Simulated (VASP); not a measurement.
# Sc (P6_3/mmc) in VASP: further runs

Sc is run at these levels: PBEsol; tasks: single point.

All numbers are computed with VASP 6.6.1; they aren't measurements. Logs are shortened: lines on timing, memory, paths and dates and some standing lists are left out, and cuts for length are marked.

## 1. The cell of the first run

It takes space group P6_3/mmc (No. 194, hexagonal). Conventional cell: a = 2.712 Å, b = 2.712 Å, c = 4.319 Å, α = 90.00°, β = 90.00°, γ = 120.00°. Within 3.5 Å of Sc (site symmetry -6m2) lie 12 Sc at 2.67 to 2.71 Å.

## 2. Single point, PBEsol (volume scaled by 0.58)

The input, INCAR:

```
SYSTEM = Sc
PREC     = Accurate       ! precision mode
ENCUT    = 520            ! plane-wave cutoff, eV
EDIFF    = 1E-6           ! SCF threshold, eV
ISMEAR   = -1             ! smearing method
SIGMA    = 0.1            ! smearing width, eV
LREAL    = .False.        ! projectors in reciprocal space
LASPH    = .True.         ! aspherical terms in the spheres
NELM     = 60             ! most SCF steps
ALGO     = Normal         ! electronic algorithm
ISIF     = 2              ! what is computed and relaxed
LWAVE    = .False.        ! write WAVECAR
LCHARG   = .False.        ! write CHGCAR
GGA      = PS             ! functional
NBANDS   = 18             ! bands
```

The input, KPOINTS:

```
Automatic mesh
0
Gamma
  15 15 8
  0 0 0
```

The input, POSCAR:

```
Sc
1.0
    2.7124674807      0.0000000000      0.0000000000
   -1.3562337404      2.3490657453      0.0000000000
    0.0000000000      0.0000000000      4.3192968528
Sc
2
Direct
    0.3333333333      0.6666666667      0.2500000000
    0.6666666667      0.3333333333      0.7500000000
```

Potentials or basis: VASP PAW PBE potentials, release 64 (Sc_sv).

Command:

```console
cat potpaw_PBE.64/Sc_sv/POTCAR > POTCAR
mpirun -np 1 vasp_std > vasp.out
```

OUTCAR:

```text
SYSTEM = Sc
   PREC = Accurate
   ENCUT = 520
   EDIFF = 1E-6
   ISMEAR = -1
   LREAL = .False.
   LASPH = .True.
   NELM = 60
   ISIF = 2
   GGA = PS

 ion  position               nearest neighbor table
   1  0.333  0.667  0.250-   2 2.67   2 2.67   2 2.67   2 2.67   2 2.67   2 2.67
   2  0.667  0.333  0.750-   1 2.67   1 2.67   1 2.67   1 2.67   1 2.67   1 2.67

  LATTYP: Found a hexagonal cell.
 ALAT       =     2.7124674807
 C/A-ratio  =     1.5923865940

  Lattice vectors:

 A1 = (   2.7124674807,   0.0000000000,   0.0000000000)
 A2 = (  -1.3562337404,   2.3490657453,   0.0000000000)
 A3 = (   0.0000000000,   0.0000000000,   4.3192968528)

Analysis of symmetry for initial positions (statically):
=====================================================================
 Subroutine PRICEL returns:
 Original cell was already a primitive cell.

 Routine SETGRP: Setting up the symmetry group for a
 hexagonal supercell.

 Subroutine GETGRP returns: Found 24 space group operations
 (whereof 12 operations were pure point group operations)
 out of a pool of 24 trial point group operations.

The static configuration has the point symmetry D_3d.
 The point group associated with its full space group is D_6h.

Analysis of symmetry for dynamics (positions and initial velocities):
=====================================================================
 Subroutine PRICEL returns:
 Original cell was already a primitive cell.

 Routine SETGRP: Setting up the symmetry group for a
 hexagonal supercell.

 Subroutine GETGRP returns: Found 24 space group operations
 (whereof 12 operations were pure point group operations)
 out of a pool of 24 trial point group operations.

The dynamic configuration has the point symmetry D_3d.
 The point group associated with its full space group is D_6h.

 Subroutine INISYM returns: Found 24 space group operations
 (whereof 12 operations are pure point group operations),
 and found     1 'primitive' translations

----------------------------------------------------------------------------------------

                                     Primitive cell

  volume of cell :      27.5215

  direct lattice vectors                    reciprocal lattice vectors
     2.712467481  0.000000000  0.000000000     0.368668014  0.212850577  0.000000000
    -1.356233740  2.349065745  0.000000000     0.000000000  0.425701155  0.000000000
     0.000000000  0.000000000  4.319296853     0.000000000  0.000000000  0.231519165

  length of vectors
     2.712467481  2.712467481  4.319296853     0.425701155  0.425701155  0.231519165

  position of ions in fractional coordinates (direct lattice)
     0.333333333  0.666666667  0.250000000
     0.666666667  0.333333333  0.750000000

  ion indices of the primitive-cell ions
   primitive index   ion index
                 1           1
                 2           2

----------------------------------------------------------------------------------------

 KPOINTS: Automatic mesh

Automatic generation of k-mesh.
 Grid dimensions read from file:
 generate k-points for:   15   15    8

 Generating k-lattice:

  Cartesian coordinates                     Fractional coordinates (reciprocal lattice)
     0.024577868  0.014190038  0.000000000     0.066666667  0.000000000  0.000000000
     0.000000000  0.028380077  0.000000000     0.000000000  0.066666667  0.000000000
     0.000000000  0.000000000  0.028939896     0.000000000  0.000000000  0.125000000

  Length of vectors
     0.028380077  0.028380077  0.028939896

  Shift w.r.t. Gamma in fractional coordinates (k-lattice)
     0.000000000  0.000000000  0.000000000

 Subroutine IBZKPT returns following result:
 ===========================================

 Found    135 irreducible k-points:

 Following reciprocal coordinates:
            Coordinates               Weight
  0.000000  0.000000  0.000000      1.000000
  0.066667 -0.000000  0.000000      6.000000
  0.133333 -0.000000  0.000000      6.000000
  0.200000  0.000000  0.000000      6.000000
  0.266667 -0.000000  0.000000      6.000000
  0.333333  0.000000  0.000000      6.000000
[... 16 lines left out ...]
  0.333333  0.200000  0.000000     12.000000
  0.400000  0.200000  0.000000      6.000000
 [... further k-points ...]
   k-points           NKPTS =    135   k-points in BZ     NKDIM =    135   number of bands    NBANDS=     18
   number of dos      NEDOS =    301   number of ions     NIONS =      2
   total plane-waves  NPLWV =  12800
   dimension x,y,z NGX =    20 NGY =   20 NGZ =   32
   dimension x,y,z NGXF=    40 NGYF=   40 NGZF=   64
   ions per type =               2
   NGX,Y,Z   is equivalent  to a cutoff of  12.26, 12.26, 12.32 a.u.
   NGXF,Y,Z  is equivalent  to a cutoff of  24.52, 24.52, 24.63 a.u.
 SYSTEM =  Sc
   PREC   = accura    normal or accurate (medium, high low for compatibility)
   ISTART =      0    job   : 0-new  1-cont  2-samecut
   ICHARG =      2    charge: 1-file 2-atom 10-const
   ISPIN  =      1    spin polarized calculation?
   LNONCOLLINEAR =      F non collinear calculations
   LSORBIT =      F    spin-orbit coupling
   LASPH  =      T    aspherical Exc in radial PAW
   ENCUT  =  520.0 eV  38.22 Ry    6.18 a.u.   5.04  5.04  8.03*2*pi/ulx,y,z
   NELM   =     60;   NELMIN=  2; NELMDL= -5     # of ELM steps
   EDIFF  = 0.1E-05   stopping-criterion for ELM
   LREAL  =      F    real-space projection
   EDIFFG = 0.1E-04   stopping-criterion for IOM
   NSW    =      0    number of steps for IOM
   IBRION =     -1    ionic relax: 0-MD 1-quasi-New 2-CG
   NFREE  =      0    steps in history (QN), initial steepest desc. (CG)
   ISIF   =      2    stress and relaxation
   ISYM   =      2    0-nonsym 1-usesym 2-fastsym
   POTIM  = 0.5000    time-step for ionic-motion
   TEBEG  =    0.0;   TEEND  =   0.0 temperature during run
   PSTRESS=    0.0 pullay stress
   NELECT =      22.0000    total number of electrons
   NUPDOWN=      -1.0000    fix difference up-down
   EMIN   =  10.00;   EMAX   =-10.00  energy-range for DOS
   EFERMI =   0.00;   METHOD = LEGACY
   ISMEAR =    -1;   SIGMA  =   0.10  broadening in eV -4-tet -1-fermi 0-gaus
   EFERMI_NEDOS =   21; number of points for ismear=-14 and -15
   IALGO  =     38    algorithm
   IMIX   =      4    mixing-type and parameters
     AMIX     =   0.40;   BMIX     =  1.00
     AMIX_MAG =   1.60;   BMIX_MAG =  1.00
  volume/ion in A,a.u.               =      13.76        92.86
  Fermi-wavevector in a.u.,A,eV,Ry     =   1.519351  2.871157 31.408065  2.308428
  Thomas-Fermi vector in A             =   2.628349
   LORBIT       =      0    0 simple, 1 ext, 2 COOP (PROOUT), +10 PAW based schemes
   GGA     = PS    functional components
   LHFCALC =     F    Hartree Fock is set to
   AEXX    =    0.0000 exact exchange contribution
   IVDW    =     0    specifies the selected vdW correction
   LEPSILON=     F    determine dielectric tensor
   LRPA    =     F    only Hartree local field effects (RPA)
 non-spin polarized calculation
  energy-cutoff  :      520.00
  volume of cell :       27.52
 maximum number of plane-waves:       762
   NGX = 11   NGY = 11   NGZ = 17

 number of electron      22.0000002 magnetization

 Free energy of the ion-electron system (eV)
  ---------------------------------------------------
  ext. energy  EPLUGINS =         0.00000000
  ---------------------------------------------------
  free energy    TOTEN  =       -10.27760992 eV

  energy without entropy =      -10.20274283  energy(sigma->0) =      -10.24017637

 E-fermi :   7.7913     XC(G=0): -12.6797

 val. band max:        7.7888354393   @ k =   0.2667   0.1333   0.0000
 cond. band min:       7.7944898286   @ k =   0.2667   0.2667   0.2500
 fundamental gap:      0.0056543892
 Fermi energy:         7.7913068964

 k-point     1 :       0.0000    0.0000    0.0000
  band No.  band energies     occupation
      1     -40.4988      2.00000
      2     -39.8566      2.00000
      3     -20.3144      2.00000
      4     -18.2395      2.00000
      5     -18.2395      2.00000
      6     -17.9299      2.00000
[... 10 lines left out ...]
     17      11.5262      0.00000
     18      11.5262      0.00000

 k-point     2 :       0.0667   -0.0000    0.0000
  band No.  band energies     occupation
      1     -40.4779      2.00000
      2     -39.8474      2.00000
      3     -20.2809      2.00000
      4     -18.3190      2.00000
      5     -18.2649      2.00000
      6     -18.0110      2.00000
[... 10 lines left out ...]
     17      11.3861      0.00000
     18      11.3897      0.00000

 k-point     3 :       0.1333   -0.0000    0.0000
  band No.  band energies     occupation
      1     -40.4178      2.00000
      2     -39.8222      2.00000
      3     -20.1830      2.00000
      4     -18.5429      2.00000
      5     -18.3336      2.00000
      6     -18.2332      2.00000
[... 10 lines left out ...]
     17      11.1505      0.00000
     18      11.3235      0.00000

 k-point     4 :       0.2000    0.0000    0.0000
  band No.  band energies     occupation
      1     -40.3260      2.00000
      2     -39.7870      2.00000
      3     -20.0288      2.00000
      4     -18.8704      2.00000
      5     -18.5433      2.00000
      6     -18.4293      2.00000
[... 375 lines left out ...]
      4     -19.4038      2.00000
      5     -19.3473      2.00000
      6     -18.8469      2.00000
[... 10 lines left out ...]
     17      14.2596      0.00000
     18      14.5699      0.00000

 k-point    23 :       0.3333    0.2000    0.0000
  band No.  band energies     occupation
      1     -39.8904      2.00000
      2     -39.7166      2.00000
      3     -19.7809      2.00000
      4     -19.4113      2.00000
      5     -19.1568      2.00000
      6     -19.0125      2.00000
[... 10 lines left out ...]
     17      14.5424      0.00000
     18      14.5500      0.00000

 k-point    24 :       0.4000    0.2000    0.0000
  band No.  band energies     occupation
      1     -39.8551      2.00000
      2     -39.7259      2.00000
      3     -19.8343      2.00000
      4     -19.3967      2.00000
      5     -19.0894      2.00000
      6     -19.0635      2.00000
[... 10 lines left out ...]
     17      14.4599      0.00000
     18      14.5425      0.00000

 [... further k-points ...]

------------------------ aborting loop because EDIFF is reached ----------------------------------------

  FORCE on cell =-STRESS in cart. coord.  units (eV):
  Direction    XX          YY          ZZ          XY          YZ          ZX
  --------------------------------------------------------------------------------------
  -------------------------------------------------------------------------------------
  Total       11.6413849     11.6413849     11.6722877     -0.0000000      0.0000000      0.0000000
  in kB      677.7077719    677.7077719    679.5067905     -0.0000000      0.0000000      0.0000000
  external PRESSURE =     678.3074448 kB  Pullay stress =       0.0000000 kB

 VOLUME and BASIS-vectors are now :
 -----------------------------------------------------------------------------
  energy-cutoff  :      520.00
  volume of cell :       27.52
      direct lattice vectors                 reciprocal lattice vectors
     2.712467481  0.000000000  0.000000000     0.368668014  0.212850577  0.000000000
    -1.356233740  2.349065745  0.000000000     0.000000000  0.425701155  0.000000000
     0.000000000  0.000000000  4.319296853     0.000000000  0.000000000  0.231519165

 POSITION                                       TOTAL-FORCE (eV/Angst)
 -----------------------------------------------------------------------------------
     -0.00000      1.56604      1.07982         0.000000     -0.000000      0.000000
      1.35623      0.78302      3.23947        -0.000000      0.000000      0.000000
 -----------------------------------------------------------------------------------
    total drift:                               -0.000000      0.000000     -0.000000

  FREE ENERGIE OF THE ION-ELECTRON SYSTEM (eV)
  ---------------------------------------------------
  free  energy   TOTEN  =       -10.2776099172 eV

  energy  without entropy=      -10.2027428301  energy(sigma->0) =      -10.24017637
```

Wall time 39 s (1 thread of Intel Xeon Platinum 8259CL at 2.50GHz (Skylake/Cascade Lake), shared host); peak memory 0.17 GiB.

Results:

| Item | Value |
| --- | --- |
| Free energy | -10.2776 eV |
| Pressure | 67.8 GPa |
| Band gap on the k mesh | zero (band 11 reaches 9.88 eV, above the bottom of band 12 at 7.10 eV) |

Stress tensor (GPa, compression positive):
```
67.77  0.00  0.00
 0.00 67.77  0.00
 0.00  0.00 67.95
```

Levels at points of the mesh, in eV from the Fermi level:
| k point | band 9 | band 10 | band 11 | band 12 | band 13 | band 14 |
| --- | --- | --- | --- | --- | --- | --- |
| (0.00, 0.00, 0.00) | -5.38 | -2.66 | 2.09 | 2.09 | 2.37 | 3.00 |
| (0.00, 0.00, 0.50) | -3.17 | -3.17 | 1.26 | 1.26 | 1.98 | 1.98 |

Caveat: the PAW data sets were made with another functional, which shifts forces and pressure a little.

[end of part 1 of 2]
